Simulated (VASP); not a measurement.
Be: single point with PBE

Be:

```
Be
1.0
     0.00000    1.25152    1.25152
     1.25152    0.00000    1.25152
     1.25152    1.25152    0.00000
Be
1
Direct
  0.00000 0.00000 0.00000
```

| Property | Result |
| --- | --- |
| Program | VASP 6.6.1 |
| Task | single point |
| Functional | PBE |
| Potentials or basis | VASP PAW PBE potentials, release 64 (Be) |
| Cutoff | 520 eV |
| k mesh | 26 × 26 × 26 |
| Occupations | fermi-dirac, width 0.1 eV |
| Spin | no spin polarisation |

The pressure is 271.6 GPa. The band gap on the k mesh is zero (band 1 reaches 15.78 eV, above the bottom of band 2 at 14.53 eV).

Levels at points of the mesh, in eV from the Fermi level:
```
           k point  band 1  band 2  band 3  band 4  band 5
(0.00, 0.00, 0.00)  -15.77   33.58   33.58   33.58   45.52
(0.50, 0.00, 0.00)   -8.96    3.38   28.41   28.41   40.71
(0.50, 0.50, 0.00)   -4.45    7.31   16.02   16.02   22.95
```

It took 3.7 s on 1 thread of Intel(R) Xeon(R) 6975P-C (Granite Rapids) (shared host), peak memory 0.11 GiB.
